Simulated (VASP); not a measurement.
# GaN (F-43m) in VASP: further runs

GaN is run at these levels: PBE, PBEsol, PBE+D3(BJ); tasks: single point.

All numbers are computed with VASP 6.6.1; they aren't measurements. Logs are shortened: lines on timing, memory, paths and dates and some standing lists are left out, and cuts for length are marked.

### Step 1. The cell of the first run

The structure is cubic, space group F-43m (No. 216). Conventional cell: a = 4.363 Å, b = 4.363 Å, c = 4.363 Å, α = 90.00°, β = 90.00°, γ = 90.00°. Ga (site symmetry -43m) has 4 N at 1.89 Å within 2.5 Å. Within 2.5 Å of N (site symmetry -43m) lie 4 Ga at 1.89 Å.

### Step 2. Single point, PBE

Contents of INCAR:

```
PREC = Accurate ; ENCUT = 600
EDIFF = 1E-6 ; ISMEAR = 0
SIGMA = 0.1 ; LREAL = False
LASPH = True ; NELM = 120
ALGO = Normal ; ISIF = 2
LWAVE = False ; LCHARG = False
GGA = PE ; NBANDS = 16
GGA_COMPAT = False
```

Contents of KPOINTS:

```
regular mesh
0
Gamma
  6 6 6
```

Contents of POSCAR:

```
GaN
1.0
    0.0000000000      2.1813571372      2.1813571372
    2.1813571372      0.0000000000      2.1813571372
    2.1813571372      2.1813571372      0.0000000000
Ga N
1 1
Direct
    0.0000000000      0.0000000000      0.0000000000
    0.7500000000      0.7500000000      0.7500000000
```

Potentials or basis: VASP PAW PBE potentials, release 64 (Ga_d, N).

Launch:

```
$ cat potpaw_PBE.64/Ga_d/POTCAR potpaw_PBE.64/N/POTCAR > POTCAR
$ mpirun -np 1 vasp_std > vasp.out
```

OUTCAR:

```text
PREC = Accurate
   ENCUT = 600
   EDIFF = 1E-6
   ISMEAR = 0
   LREAL = False
   LASPH = True
   NELM = 120
   ISIF = 2
   GGA = PE

 ion  position               nearest neighbor table
   1  0.000  0.000  0.000-   2 1.89   2 1.89   2 1.89   2 1.89
   2  0.750  0.750  0.750-   1 1.89   1 1.89   1 1.89   1 1.89

  LATTYP: Found a face centered cubic cell.
 ALAT       =     4.3627142744

  Lattice vectors:

 A1 = (   0.0000000000,   2.1813571372,   2.1813571372)
 A2 = (   2.1813571372,   0.0000000000,   2.1813571372)
 A3 = (   2.1813571372,   2.1813571372,   0.0000000000)

Analysis of symmetry for initial positions (statically):
=====================================================================
 Subroutine PRICEL returns:
 Original cell was already a primitive cell.

 Routine SETGRP: Setting up the symmetry group for a
 face centered cubic supercell.

 Subroutine GETGRP returns: Found 24 space group operations
 (whereof 24 operations were pure point group operations)
 out of a pool of 48 trial point group operations.

The static configuration has the point symmetry T_d .

Analysis of symmetry for dynamics (positions and initial velocities):
=====================================================================
 Subroutine PRICEL returns:
 Original cell was already a primitive cell.

 Routine SETGRP: Setting up the symmetry group for a
 face centered cubic supercell.

 Subroutine GETGRP returns: Found 24 space group operations
 (whereof 24 operations were pure point group operations)
 out of a pool of 48 trial point group operations.

The dynamic configuration has the point symmetry T_d .

 Subroutine INISYM returns: Found 24 space group operations
 (whereof 24 operations are pure point group operations),
 and found     1 'primitive' translations

----------------------------------------------------------------------------------------

                                     Primitive cell

  volume of cell :      20.7592

  direct lattice vectors                    reciprocal lattice vectors
     0.000000000  2.181357137  2.181357137    -0.229215103  0.229215103  0.229215103
     2.181357137  0.000000000  2.181357137     0.229215103 -0.229215103  0.229215103
     2.181357137  2.181357137  0.000000000     0.229215103  0.229215103 -0.229215103

  length of vectors
     3.084904848  3.084904848  3.084904848     0.397012204  0.397012204  0.397012204

  position of ions in fractional coordinates (direct lattice)
     0.000000000  0.000000000  0.000000000
     0.750000000  0.750000000  0.750000000

  ion indices of the primitive-cell ions
   primitive index   ion index
                 1           1
                 2           2

----------------------------------------------------------------------------------------

 KPOINTS: regular mesh

Automatic generation of k-mesh.
 Grid dimensions read from file:
 generate k-points for:    6    6    6

 Generating k-lattice:

  Cartesian coordinates                     Fractional coordinates (reciprocal lattice)
    -0.038202517  0.038202517  0.038202517     0.166666667  0.000000000  0.000000000
     0.038202517 -0.038202517  0.038202517     0.000000000  0.166666667  0.000000000
     0.038202517  0.038202517 -0.038202517     0.000000000  0.000000000  0.166666667

  Length of vectors
     0.066168701  0.066168701  0.066168701

  Shift w.r.t. Gamma in fractional coordinates (k-lattice)
     0.000000000  0.000000000  0.000000000

 Subroutine IBZKPT returns following result:
 ===========================================

 Found     16 irreducible k-points:

 Following reciprocal coordinates:
            Coordinates               Weight
  0.000000  0.000000  0.000000      1.000000
  0.166667  0.000000  0.000000      8.000000
  0.333333  0.000000  0.000000      8.000000
  0.500000  0.000000  0.000000      4.000000
  0.166667  0.166667  0.000000      6.000000
  0.333333  0.166667  0.000000     24.000000
[... 8 lines left out ...]
 -0.333333  0.333333  0.166667     24.000000
 -0.333333  0.500000  0.166667     12.000000
   k-points           NKPTS =     16   k-points in BZ     NKDIM =     16   number of bands    NBANDS=     16
   number of dos      NEDOS =    301   number of ions     NIONS =      2
   total plane-waves  NPLWV =  21952
   dimension x,y,z NGX =    28 NGY =   28 NGZ =   28
   dimension x,y,z NGXF=    56 NGYF=   56 NGZF=   56
   ions per type =               1   1
   NGX,Y,Z   is equivalent  to a cutoff of  15.09, 15.09, 15.09 a.u.
   NGXF,Y,Z  is equivalent  to a cutoff of  30.18, 30.18, 30.18 a.u.
 SYSTEM =  unknown system
   PREC   = accura    normal or accurate (medium, high low for compatibility)
   ISTART =      0    job   : 0-new  1-cont  2-samecut
   ICHARG =      2    charge: 1-file 2-atom 10-const
   ISPIN  =      1    spin polarized calculation?
   LNONCOLLINEAR =      F non collinear calculations
   LSORBIT =      F    spin-orbit coupling
   LASPH  =      T    aspherical Exc in radial PAW
   ENCUT  =  600.0 eV  44.10 Ry    6.64 a.u.   6.16  6.16  6.16*2*pi/ulx,y,z
   NELM   =    120;   NELMIN=  2; NELMDL= -5     # of ELM steps
   EDIFF  = 0.1E-05   stopping-criterion for ELM
   LREAL  =      F    real-space projection
[... 7 lines left out ...]
   TEBEG  =    0.0;   TEEND  =   0.0 temperature during run
   PSTRESS=    0.0 pullay stress
   NELECT =      18.0000    total number of electrons
   NUPDOWN=      -1.0000    fix difference up-down
   EMIN   =  10.00;   EMAX   =-10.00  energy-range for DOS
   EFERMI =   0.00;   METHOD = LEGACY
   ISMEAR =     0;   SIGMA  =   0.10  broadening in eV -4-tet -1-fermi 0-gaus
   EFERMI_NEDOS =   21; number of points for ismear=-14 and -15
   IALGO  =     38    algorithm
   IMIX   =      4    mixing-type and parameters
     AMIX     =   0.40;   BMIX     =  1.00
     AMIX_MAG =   1.60;   BMIX_MAG =  1.00
  volume/ion in A,a.u.               =      10.38        70.04
  Fermi-wavevector in a.u.,A,eV,Ry     =   1.561093  2.950039 33.157570  2.437013
  Thomas-Fermi vector in A             =   2.664209
   LORBIT       =      0    0 simple, 1 ext, 2 COOP (PROOUT), +10 PAW based schemes
   GGA     = PE    functional components
   LHFCALC =     F    Hartree Fock is set to
   AEXX    =    0.0000 exact exchange contribution
   IVDW    =     0    specifies the selected vdW correction
[... 42 lines left out ...]
      2      -7.1178      2.00000
      3      -7.1178      2.00000
      4      -7.0530      2.00000
      5      -6.7325      2.00000
      6      -6.7325      2.00000
[... 8 lines left out ...]
     15      23.9614      0.00000
     16      23.9614      0.00000

 k-point     3 :       0.3333    0.0000    0.0000
  band No.  band energies     occupation
      1      -9.4296      2.00000
      2      -7.0578      2.00000
      3      -7.0578      2.00000
      4      -6.7039      2.00000
      5      -6.7039      2.00000
      6      -6.3949      2.00000
[... 8 lines left out ...]
     15      24.9267      0.00000
     16      24.9267      0.00000

 k-point     4 :       0.5000    0.0000    0.0000
  band No.  band energies     occupation
      1      -9.1888      2.00000
      2      -7.0463      2.00000
      3      -7.0463      2.00000
      4      -6.6689      2.00000
      5      -6.6689      2.00000
      6      -5.4736      2.00000
[... 8 lines left out ...]
     15      27.2823      0.00000
     16      27.2823      0.00000

 k-point     5 :       0.1667    0.1667    0.0000
  band No.  band energies     occupation
      1      -9.9571      2.00000
      2      -7.0857      2.00000
      3      -7.0722      2.00000
      4      -7.0722      2.00000
      5      -6.7545      2.00000
      6      -6.7050      2.00000
[... 8 lines left out ...]
     15      27.9210      0.00000
     16      28.0816      0.00000

 k-point     6 :       0.3333    0.1667    0.0000
  band No.  band energies     occupation
      1      -9.4281      2.00000
      2      -7.0427      2.00000
      3      -6.9925      2.00000
      4      -6.8726      2.00000
      5      -6.6775      2.00000
      6      -6.4699      2.00000
[... 8 lines left out ...]
     15      26.9065      0.00000
     16      27.4070      0.00000

 k-point     7 :       0.5000    0.1667    0.0000
  band No.  band energies     occupation
      1      -9.1123      2.00000
      2      -7.0378      2.00000
      3      -6.9721      2.00000
      4      -6.7659      2.00000
      5      -6.6654      2.00000
      6      -5.4113      2.00000
[... 8 lines left out ...]
     15      26.8509      0.00000
     16      27.9683      0.00000

 k-point     8 :      -0.3333    0.1667    0.0000
  band No.  band energies     occupation
      1      -9.1802      2.00000
      2      -7.0389      2.00000
      3      -6.9905      2.00000
      4      -6.7321      2.00000
      5      -6.7257      2.00000
      6      -5.7372      2.00000
[... 8 lines left out ...]
     15      24.6643      0.00000
     16      27.4596      0.00000

 k-point     9 :      -0.1667    0.1667    0.0000
  band No.  band energies     occupation
      1      -9.6270      2.00000
      2      -7.0622      2.00000
      3      -7.0613      2.00000
      4      -6.8414      2.00000
      5      -6.7604      2.00000
      6      -6.6125      2.00000
[... 8 lines left out ...]
     15      24.1909      0.00000
     16      27.5068      0.00000

 k-point    10 :       0.3333    0.3333    0.0000
  band No.  band energies     occupation
      1      -9.1700      2.00000
      2      -7.0201      2.00000
      3      -6.8695      2.00000
      4      -6.8695      2.00000
      5      -6.6547      2.00000
      6      -6.1555      2.00000
[... 8 lines left out ...]
     15      29.8887      0.00000
     16      30.5438      0.00000

 k-point    11 :       0.5000    0.3333    0.0000
  band No.  band energies     occupation
      1      -8.9809      2.00000
      2      -7.0289      2.00000
      3      -6.8296      2.00000
      4      -6.8218      2.00000
      5      -6.6507      2.00000
      6      -5.2300      2.00000
[... 8 lines left out ...]
     15      30.1523      0.00000
     16      30.6712      0.00000

 k-point    12 :      -0.3333    0.3333    0.0000
  band No.  band energies     occupation
      1      -8.9860      2.00000
      2      -7.0253      2.00000
      3      -6.8656      2.00000
      4      -6.7964      2.00000
      5      -6.7077      2.00000
      6      -4.9277      2.00000
[... 8 lines left out ...]
     15      26.3131      0.00000
     16      30.8953      0.00000

 k-point    13 :       0.5000    0.5000    0.0000
  band No.  band energies     occupation
      1      -8.9292      2.00000
      2      -7.0764      2.00000
      3      -6.7551      2.00000
      4      -6.7551      2.00000
      5      -6.6295      2.00000
      6      -5.0724      2.00000
[... 8 lines left out ...]
     15      29.9634      0.00000
     16      31.9010      0.00000

 k-point    14 :       0.5000    0.3333    0.1667
  band No.  band energies     occupation
      1      -9.1037      2.00000
      2      -6.9850      2.00000
      3      -6.9683      2.00000
      4      -6.8154      2.00000
      5      -6.6847      2.00000
      6      -5.6777      2.00000
[... 8 lines left out ...]
     15      27.4215      0.00000
     16      30.4147      0.00000

 k-point    15 :      -0.3333    0.3333    0.1667
  band No.  band energies     occupation
      1      -8.9858      2.00000
      2      -7.0079      2.00000
      3      -6.9189      2.00000
      4      -6.7641      2.00000
      5      -6.7030      2.00000
      6      -4.9235      2.00000
[... 8 lines left out ...]
     15      26.2146      0.00000
     16      30.7590      0.00000

 k-point    16 :      -0.3333    0.5000    0.1667
  band No.  band energies     occupation
      1      -8.9309      2.00000
      2      -7.0091      2.00000
      3      -6.8875      2.00000
      4      -6.7450      2.00000
      5      -6.6802      2.00000
      6      -4.7706      2.00000
[... 8 lines left out ...]
     15      28.1156      0.00000
     16      31.1476      0.00000

------------------------ aborting loop because EDIFF is reached ----------------------------------------

  FORCE on cell =-STRESS in cart. coord.  units (eV):
  Direction    XX          YY          ZZ          XY          YZ          ZX
  --------------------------------------------------------------------------------------
  -------------------------------------------------------------------------------------
  Total        3.6317957      3.6317957      3.6317957      0.0000000      0.0000000      0.0000000
  in kB      280.2990805    280.2990805    280.2990805      0.0000000      0.0000000      0.0000000
  external PRESSURE =     280.2990805 kB  Pullay stress =       0.0000000 kB

 VOLUME and BASIS-vectors are now :
 -----------------------------------------------------------------------------
  energy-cutoff  :      600.00
  volume of cell :       20.76
      direct lattice vectors                 reciprocal lattice vectors
     0.000000000  2.181357137  2.181357137    -0.229215103  0.229215103  0.229215103
     2.181357137  0.000000000  2.181357137     0.229215103 -0.229215103  0.229215103
     2.181357137  2.181357137  0.000000000     0.229215103  0.229215103 -0.229215103

 POSITION                                       TOTAL-FORCE (eV/Angst)
 -----------------------------------------------------------------------------------
      0.00000      0.00000      0.00000        -0.000000      0.000000      0.000000
      3.27204      3.27204      3.27204         0.000000     -0.000000     -0.000000
 -----------------------------------------------------------------------------------
    total drift:                                0.000001      0.000001      0.000001

  FREE ENERGIE OF THE ION-ELECTRON SYSTEM (eV)
  ---------------------------------------------------
  free  energy   TOTEN  =       -11.9310376383 eV

  energy  without entropy=      -11.9310376383  energy(sigma->0) =      -11.93103764
```

Wall time 11 s (1 thread of Intel Xeon 6975P-C (Granite Rapids), shared host); peak memory 0.15 GiB.

What came out:

```
Free energy            : -11.9310 eV
Pressure               : 28.0 GPa
Band gap on the k mesh : 2.35 eV, direct
```

PBE gaps usually lie below the measured ones, often by a third to a half.

### Step 3. Single point, PBEsol

This run uses another cell than the first one, of 11.44 Å³/atom, 1.103 times its volume.

Contents of INCAR:

```
SYSTEM = GaN
PREC     = Accurate       ! precision mode
ENCUT    = 600            ! plane-wave cutoff, eV
EDIFF    = 1E-6           ! SCF threshold, eV
ISMEAR   = 0              ! smearing method
SIGMA    = 0.01           ! smearing width, eV
LREAL    = .False.        ! projectors in reciprocal space
LASPH    = .True.         ! aspherical terms in the spheres
NELM     = 120            ! most SCF steps
ALGO     = Normal         ! electronic algorithm
ISIF     = 2              ! what is computed and relaxed
LWAVE    = .False.        ! write WAVECAR
LCHARG   = .False.        ! write CHGCAR
GGA      = PS             ! functional
NBANDS   = 16             ! bands
GGA_COMPAT= .False.
```

Contents of KPOINTS:

```
regular mesh
0
Gamma
  6 6 6
  0 0 0
```

Contents of POSCAR:

```
GaN
1.0
    0.0000000000      2.2535006075      2.2535006075
    2.2535006075      0.0000000000      2.2535006075
    2.2535006075      2.2535006075      0.0000000000
Ga N
1 1
Direct
    0.0000000000      0.0000000000      0.0000000000
    0.7500000000      0.7500000000      0.7500000000
```

Potentials or basis: VASP PAW PBE potentials, release 64 (Ga_d, N).

Launch:

```
$ cat potpaw_PBE.64/Ga_d/POTCAR potpaw_PBE.64/N/POTCAR > POTCAR
$ mpirun -np 1 vasp_std > vasp.out
```

Wall time 12 s (1 thread of Intel Xeon 6975P-C (Granite Rapids), shared host); peak memory 0.15 GiB.

Results (log left out):

```
Free energy            : -13.1190 eV
Pressure               : -1.5 GPa
Band gap on the k mesh : 1.68 eV, direct
```

Levels at points of the mesh, in eV from the valence-band top:
| k point | band 5 | band 6 | band 7 | band 8 | band 9 | band 10 | band 11 | band 12 | band 13 | band 14 |
| --- | --- | --- | --- | --- | --- | --- | --- | --- | --- | --- |
| (0.00, 0.00, 0.00) | -13.08 | -13.08 | 0.00 | 0.00 | 0.00 | 1.68 | 10.20 | 10.20 | 10.20 | 17.38 |
| (0.50, 0.00, 0.00) | -13.04 | -11.83 | -7.12 | -0.98 | -0.98 | 4.56 | 8.63 | 10.26 | 10.26 | 15.43 |
| (0.50, 0.50, 0.00) | -13.01 | -11.40 | -6.18 | -2.74 | -2.74 | 3.22 | 6.56 | 11.57 | 13.88 | 13.88 |

Caveat: the PAW data sets were made with another functional, which shifts forces and pressure a little.

### Step 4. Single point, PBE+D3(BJ)

This run uses another cell than the first one, of 11.44 Å³/atom, 1.103 times its volume.

Contents of INCAR:

```
  PREC = Accurate
  ENCUT = 600
  EDIFF = 1E-6
  ISMEAR = 0
  SIGMA = 0.1
  LREAL = F
  LASPH = T
  NELM = 120
  ALGO = Normal
  ISIF = 2
  LWAVE = F
  LCHARG = T
  GGA = PE
  IVDW = 12
  LELF = T
  LVHAR = T
  NBANDS = 16
  GGA_COMPAT = F
```

Contents of KPOINTS:

```
regular mesh
0
Gamma
  6 6 6
```

POSCAR is that of step 3.

Launch:

```
$ cat potpaw_PBE.64/Ga_d/POTCAR potpaw_PBE.64/N/POTCAR > POTCAR
$ mpirun -np 1 vasp_std > vasp.out
```

It took 11 s on 1 thread of Intel Xeon 6975P-C (Granite Rapids), shared host; peak memory 0.16 GiB.

The run converged. Its results:

- Free energy: -12.6484 eV
- Pressure: 1.2 GPa
- Band gap on the k mesh: 1.72 eV, direct
- Dispersion energy per atom: -0.254 eV

Levels at points of the mesh, in eV from the valence-band top:
| k point | band 6 | band 7 | band 8 | band 9 | band 10 | band 11 | band 12 | band 13 |
| --- | --- | --- | --- | --- | --- | --- | --- | --- |
| (0.00, 0.00, 0.00) | -13.13 | 0.00 | 0.00 | 0.00 | 1.72 | 10.30 | 10.30 | 10.30 |
| (0.50, 0.00, 0.00) | -11.88 | -7.04 | -0.97 | -0.97 | 4.64 | 8.73 | 10.36 | 10.36 |
| (0.50, 0.50, 0.00) | -11.46 | -6.13 | -2.70 | -2.70 | 3.35 | 6.66 | 11.71 | 13.96 |

Caveat: three body term missing. PBE gaps usually lie below the measured ones, often by a third to a half.

### Step 5. Single point, PBE

This run uses another cell than the first one, of 11.44 Å³/atom, 1.103 times its volume.

Contents of INCAR:

```
SYSTEM = GaN
PREC     = Accurate       ! precision mode
ENCUT    = 600            ! plane-wave cutoff, eV
EDIFF    = 1E-6           ! SCF threshold, eV
ISMEAR   = 1              ! smearing method
SIGMA    = 0.1            ! smearing width, eV
LREAL    = .FALSE.        ! projectors in reciprocal space
LASPH    = .TRUE.         ! aspherical terms in the spheres
NELM     = 120            ! most SCF steps
ALGO     = Normal         ! electronic algorithm
ISIF     = 2              ! what is computed and relaxed
LWAVE    = .FALSE.        ! write WAVECAR
LCHARG   = .FALSE.        ! write CHGCAR
GGA      = PE             ! functional
NBANDS   = 16             ! bands
GGA_COMPAT= .FALSE.
```

Contents of KPOINTS:

```
Automatic mesh
0
G
  6 6 6
  0 0 0
```

POSCAR is that of step 4.

Launch:

```
$ cat potpaw_PBE.64/Ga_d/POTCAR potpaw_PBE.64/N/POTCAR > POTCAR
$ mpirun -np 1 vasp_std > vasp.out
```

It took 6.8 s on 1 thread of AMD EPYC 9R45 (Zen 5), shared host; peak memory 0.13 GiB.

Results (log left out):

| Item | Value |
| --- | --- |
| Free energy | -12.1401 eV |
| Pressure | 4.9 GPa |
| Band gap on the k mesh | 1.72 eV, direct |

Levels at points of the mesh, in eV from the valence-band top:
| k point | band 7 | band 8 | band 9 | band 10 | band 11 | band 12 |
| --- | --- | --- | --- | --- | --- | --- |
| (0.00, 0.00, 0.00) | 0.00 | 0.00 | 0.00 | 1.72 | 10.30 | 10.30 |
| (0.50, 0.00, 0.00) | -7.04 | -0.97 | -0.97 | 4.64 | 8.73 | 10.36 |
| (0.50, 0.50, 0.00) | -6.13 | -2.70 | -2.70 | 3.35 | 6.66 | 11.71 |

### Step 6. The runs side by side

| level | cell | smearing | gap on the mesh (eV) | pressure (GPa) |
| --- | --- | --- | --- | --- |
| PBE | a = 3.085 Å, angles 60.0°, 2 atoms | gaussian 0.1 eV | 2.35 | 28.0 |
| PBEsol | a = 3.187 Å, angles 60.0°, 2 atoms | gaussian 0.01 eV | 1.68 | -1.5 |
| PBE+D3(BJ) | a = 3.187 Å, angles 60.0°, 2 atoms | gaussian 0.1 eV | 1.72 | 1.2 |
| PBE | a = 3.187 Å, angles 60.0°, 2 atoms | methfessel-paxton 0.1 eV | 1.72 | 4.9 |

Alike in all rows: task single point; potentials or basis VASP PAW PBE potentials, release 64 (Ga_d, N); no spin polarisation; k mesh 6 × 6 × 6; cutoff (eV) 600.

Caveats: the PAW data sets were made with another functional, which shifts forces and pressure a little (some runs); three body term missing (some runs).

Total energies depend on the potentials used, so only differences within one code and one set of settings carry meaning.
